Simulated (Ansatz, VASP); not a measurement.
Pt in VASP and in Ansatz

```
Pt
1.0
     0.09925    1.99489    1.99489
     1.99489    0.09925    1.99489
     1.99489    1.99489    0.09925
Pt
1
Direct
  0.00000 0.00000 0.00000
```

Change from the starting cell: equal engineering shear yz, xz and xy +0.0500, equal normal strain along x, y and z -0.0200.

Alike in both runs: task single point; functional PBE; k mesh 20 × 20 × 20; occupations gaussian, width 0.15 eV; no spin polarisation.

```csv
,VASP,Ansatz
version,VASP 6.6.1,Ansatz 0.2.0
potentials or method,"VASP PAW PBE potentials, release 64 (Pt), cutoff 520 eV","scalar-relativistic, plane waves, PAW"
valence electrons in the cell,10,18
```

|  | VASP | Ansatz | Ansatz less VASP |
| --- | --- | --- | --- |
| gap on the k mesh at the Fermi level (eV) | none | none | - |
| pressure (GPa) | 19.9 | 20.5 | +0.56 |
| traceless stress, the component that is largest in VASP (GPa) | -5.52 | -5.53 | -0.007 |

A gap of «none» marks a metal or a gap that the smearing closes. With one functional, cell and mesh, what is left measures potentials, basis and numerics. VASP's potentials hold 10 valence electrons a cell and Ansatz's 18, so a difference there can come from the potentials and not from the codes.

Spin-orbit coupling is off throughout.
